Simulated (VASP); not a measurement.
# InAs (I-4m2) in VASP: notebook, part 2 of 2

VASP 6.6.1. Earlier steps stand in the parts before.

## (4) Single point, PBE (strain +0.000 along x and y, -0.080 along z)

File INCAR:

```
PREC     = Accurate       # precision mode
ENCUT    = 520            # plane-wave cutoff, eV
EDIFF    = 1E-6           # SCF threshold, eV
ISMEAR   = 0              # smearing method
SIGMA    = 0.15           # smearing width, eV
LREAL    = False          # projectors in reciprocal space
LASPH    = True           # aspherical terms in the spheres
NELM     = 100            # most SCF steps
ALGO     = Normal         # electronic algorithm
ISIF     = 2              # what is computed and relaxed
LWAVE    = False          # write WAVECAR
LCHARG   = True           # write CHGCAR
GGA      = PE             # functional
LELF     = True           # ELF
LVHAR    = True         
NBANDS   = 16             # bands
```

File KPOINTS:

```
regular mesh
0
Gamma
  14 14 14
```

File POSCAR:

```
InAs
1.0
    0.0000000000      3.0240000000      2.7820800000
    3.0240000000      0.0000000000      2.7820800000
    3.0240000000      3.0240000000      0.0000000000
In As
1 1
Direct
    0.0000000000      0.0000000000      0.0000000000
    0.7500000000      0.7500000000      0.7500000000
```

The run is started by

```console
> cat potpaw_PBE.64/In_d/POTCAR potpaw_PBE.64/As/POTCAR > POTCAR
> mpirun -np 1 vasp_std > vasp.out
```

Wall time 3.2 min (1 thread of Intel Xeon 8259CL, shared host); peak memory 0.34 GiB.

The run converged. Its results:

```yaml
Free_energy: -7.4618 eV
Pressure: 10.4 GPa
Band_gap_on_the_k_mesh: 0.04 eV
```

Stress tensor (GPa, compression positive):
```
 9.78  0.00  0.00
 0.00  9.78  0.00
 0.00  0.00 11.54
```

Levels at points of the mesh, in eV from the valence-band top:
| k point | band 5 | band 6 | band 7 | band 8 | band 9 | band 10 | band 11 | band 12 | band 13 | band 14 |
| --- | --- | --- | --- | --- | --- | --- | --- | --- | --- | --- |
| (0.00, 0.00, 0.00) | -14.63 | -12.62 | -0.33 | -0.33 | 0.00 | 0.04 | 3.68 | 3.83 | 3.83 | 7.60 |
| (0.50, 0.00, 0.00) | -14.60 | -10.87 | -6.40 | -1.59 | -1.04 | 0.84 | 4.23 | 4.93 | 6.80 | 9.13 |
| (0.50, 0.50, 0.00) | -14.59 | -10.05 | -6.05 | -3.13 | -3.13 | 0.93 | 1.34 | 9.63 | 9.63 | 10.01 |
| (0.50, 0.00, 0.50) | -14.61 | -10.34 | -6.57 | -2.65 | -2.59 | 1.36 | 2.13 | 9.05 | 9.18 | 9.71 |

Caveat: the cell differs from its parent crystal (strain +0.000 along x and y, -0.080 along z); the cell stands under pressure; the smearing spreads over this small gap; semilocal functionals underestimate gaps, and a narrow one can read as zero; spin-orbit coupling is left out, which moves the levels of the heavy elements.

## (5) Single point, PBE (strain -0.040 along x and y, +0.040 along z)

File INCAR:

```
  PREC = Accurate
  ENCUT = 520
  EDIFF = 1E-6
  ISMEAR = 0
  SIGMA = 0.15
  LREAL = False
  LASPH = True
  NELM = 60
  ALGO = Normal
  ISIF = 2
  LWAVE = False
  LCHARG = False
  GGA = PE
  NBANDS = 16
```

KPOINTS is that of step 4.

File POSCAR:

```
InAs
1.0
    0.0000000000      2.9030400000      3.1449600000
    2.9030400000      0.0000000000      3.1449600000
    2.9030400000      2.9030400000      0.0000000000
In As
1 1
Direct
    0.0000000000      0.0000000000      0.0000000000
    0.7500000000      0.7500000000      0.7500000000
```

The run is started by

```console
> cat potpaw_PBE.64/In_d/POTCAR potpaw_PBE.64/As/POTCAR > POTCAR
> mpirun -np 1 vasp_std > vasp.out
```

Run time: 3.4 min. Hardware: 1 thread of Intel Xeon 8259CL, shared host; peak memory 0.34 GiB.

The run converged. Its results:

| Property | Result |
| --- | --- |
| Free energy | -7.5712 eV |
| Pressure | 6.9 GPa |
| Band gap on the k mesh | zero (filled and empty bands touch) |

Stress tensor (GPa, compression positive):
```
7.86 0.00 0.00
0.00 7.86 0.00
0.00 0.00 4.91
```

Levels at points of the mesh, in eV from the Fermi level:
| k point | band 5 | band 6 | band 7 | band 8 | band 9 | band 10 | band 11 | band 12 | band 13 | band 14 |
| --- | --- | --- | --- | --- | --- | --- | --- | --- | --- | --- |
| (0.00, 0.00, 0.00) | -14.60 | -12.38 | -0.57 | -0.28 | -0.11 | -0.11 | 3.65 | 3.65 | 3.81 | 7.37 |
| (0.50, 0.00, 0.00) | -14.58 | -10.78 | -6.23 | -1.59 | -1.01 | 0.70 | 4.29 | 4.72 | 6.69 | 8.89 |
| (0.50, 0.50, 0.00) | -14.59 | -10.38 | -6.59 | -2.39 | -2.39 | 1.52 | 2.30 | 8.68 | 9.29 | 9.29 |
| (0.50, 0.00, 0.50) | -14.57 | -10.11 | -6.10 | -2.87 | -2.84 | 1.09 | 1.57 | 8.72 | 9.32 | 9.35 |

Caveat: the cell differs from its parent crystal (strain -0.040 along x and y, +0.040 along z); the cell stands under pressure; semilocal functionals underestimate gaps, and a narrow one can read as zero; spin-orbit coupling is left out, which moves the levels of the heavy elements.

## (6) Single point, PBE (strain +0.000 along x and y, -0.040 along z)

File INCAR:

```
SYSTEM = InAs
ALGO     = Normal         ! electronic algorithm
EDIFF    = 1E-6           ! SCF threshold, eV
ENCUT    = 520            ! plane-wave cutoff, eV
GGA      = PE             ! functional
ISIF     = 2              ! what is computed and relaxed
ISMEAR   = 0              ! smearing method
LASPH    = .True.         ! aspherical terms in the spheres
LCHARG   = .False.        ! write CHGCAR
LREAL    = .False.        ! projectors in reciprocal space
LWAVE    = .False.        ! write WAVECAR
NBANDS   = 16             ! bands
NELM     = 60             ! most SCF steps
PREC     = Accurate       ! precision mode
SIGMA    = 0.15           ! smearing width, eV
```

File KPOINTS:

```
k-points
0
Gamma
  14 14 14
  0 0 0
```

File POSCAR:

```
InAs
1.0
    0.0000000000      3.0240000000      2.9030400000
    3.0240000000      0.0000000000      2.9030400000
    3.0240000000      3.0240000000      0.0000000000
In As
1 1
Direct
    0.0000000000      0.0000000000      0.0000000000
    0.7500000000      0.7500000000      0.7500000000
```

Potentials or basis: VASP PAW PBE potentials, release 64 (In_d, As).

The run is started by

```console
> cat potpaw_PBE.64/In_d/POTCAR potpaw_PBE.64/As/POTCAR > POTCAR
> mpirun -np 1 vasp_std > vasp.out
```

Run time: 3.3 min. Hardware: 1 thread of Intel Xeon 8259CL, shared host; peak memory 0.34 GiB.

Results (log left out):

```yaml
Free_energy: -7.5942 eV
Pressure: 6.9 GPa
Band_gap_on_the_k_mesh: 0.12 eV
```

Stress tensor (GPa, compression positive):
```
6.49 0.00 0.00
0.00 6.49 0.00
0.00 0.00 7.60
```

Levels at points of the mesh, in eV from the valence-band top:
```csv
k point,band 5,band 6,band 7,band 8,band 9,band 10,band 11,band 12,band 13,band 14
"(0.00, 0.00, 0.00)",-14.34,-12.13,-0.07,-0.07,0.00,0.12,3.88,3.95,3.95,7.65
"(0.50, 0.00, 0.00)",-14.33,-10.53,-5.98,-1.19,-0.92,1.02,4.56,4.86,6.91,9.22
"(0.50, 0.50, 0.00)",-14.31,-9.86,-5.85,-2.62,-2.62,1.34,1.81,9.55,9.55,9.68
"(0.50, 0.00, 0.50)",-14.32,-9.99,-6.10,-2.39,-2.37,1.55,2.19,9.30,9.31,9.67
```

Caveat: the cell differs from its parent crystal (strain +0.000 along x and y, -0.040 along z); the cell stands under pressure; the smearing spreads over this small gap; semilocal functionals underestimate gaps, and a narrow one can read as zero; spin-orbit coupling is left out, which moves the levels of the heavy elements.

## (7) Overview

| cell | gap on the mesh (eV) | pressure (GPa) |
| --- | --- | --- |
| a = 4.199, b = 4.199, c = 3.934 Å, angles 62.1, 62.1, 55.9°, 2 atoms | 0.11 | 14.6 |
| a = 4.290, b = 4.290, c = 3.934 Å, angles 62.7, 62.7, 54.6°, 2 atoms | none | 10.5 |
| a = 4.109, b = 4.109, c = 4.277 Å, angles 58.6, 58.6, 62.7°, 2 atoms | 0.04 | 10.4 |
| a = 4.280, b = 4.280, c = 4.106 Å, angles 61.3, 61.3, 57.3°, 2 atoms | none | 6.9 |
| a = 4.192, b = 4.192, c = 4.277 Å, angles 59.3, 59.3, 61.3°, 2 atoms | 0.12 | 6.9 |

Alike in all rows: task single point; level PBE; potentials or basis VASP PAW PBE potentials, release 64 (In_d, As); no spin polarisation; k mesh 14 × 14 × 14; cutoff (eV) 520; smearing gaussian 0.15 eV.

Caveats: semilocal functionals underestimate gaps, and a narrow one can read as zero; spin-orbit coupling is left out, which moves the levels of the heavy elements; the cell stands under pressure (at least some runs); the smearing spreads over this small gap (at least some runs); the stress differs along the axes, from 6 to 13 GPa (at least some runs).

Absolute energies hang on the potentials; compare differences alone.
